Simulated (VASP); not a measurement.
Al3Co2Ru: single point with PBE

Al3Co2Ru:

```
CELL_PARAMETERS angstrom
4.10994 0.00000 0.00000
-2.05497 3.55931 0.00000
0.00000 0.00000 5.04615
ATOMIC_POSITIONS crystal
Al 0.33333 0.66667 0.32539
Al 0.66667 0.33333 0.67461
Al 0.00000 0.00000 0.00000
Co 0.33333 0.66667 0.83671
Co 0.66667 0.33333 0.16329
Ru 0.00000 0.00000 0.50000
```

```json
{"Program": "VASP 6.6.1", "Task": "single point", "Functional": "PBE", "Potentials or basis": "VASP PAW PBE potentials, release 64 (Al, Co, Ru_pv)", "Cutoff": "520 eV", "k mesh": "12 × 12 × 8", "Occupations": "gaussian, width 0.1 eV", "Spin": "no spin polarisation"}
```

| Property | Result |
| --- | --- |
| Pressure | 0.0 GPa |
| Largest force | 0.007 eV/Å |
| Band gap on the k mesh | zero (an odd number of electrons rules out a gap without spin polarisation) |

Forces on the atoms (eV/Å):
```
Al   0.000  0.000  0.000
Al   0.000  0.000  0.000
Al   0.000  0.000  0.000
Co   0.000  0.000 -0.007
Co   0.000  0.000  0.007
Ru   0.000  0.000  0.000
```

Levels at points of the mesh, in eV from the Fermi level:
```csv
k point,band 19,band 20,band 21,band 22,band 23,band 24
"(0.00, 0.00, 0.00)",-0.35,-0.35,-0.31,3.26,3.26,3.95
"(0.50, 0.00, 0.00)",-1.05,-0.83,-0.81,0.42,1.46,2.28
"(0.00, 0.00, 0.50)",0.44,0.44,2.88,2.88,3.09,3.56
"(0.50, 0.00, 0.50)",-0.94,-0.85,-0.22,0.96,1.77,2.49
```

Run time: 10 min on 1 thread of AMD EPYC 7R43 64-Core Processor (Zen 3), with other jobs on the host, peak memory 0.36 GiB.

Caveat: the run has no spin polarisation, though such a crystal can be magnetic. Spin polarisation is off, so any magnetic state and its effect on volume and gap are missing.
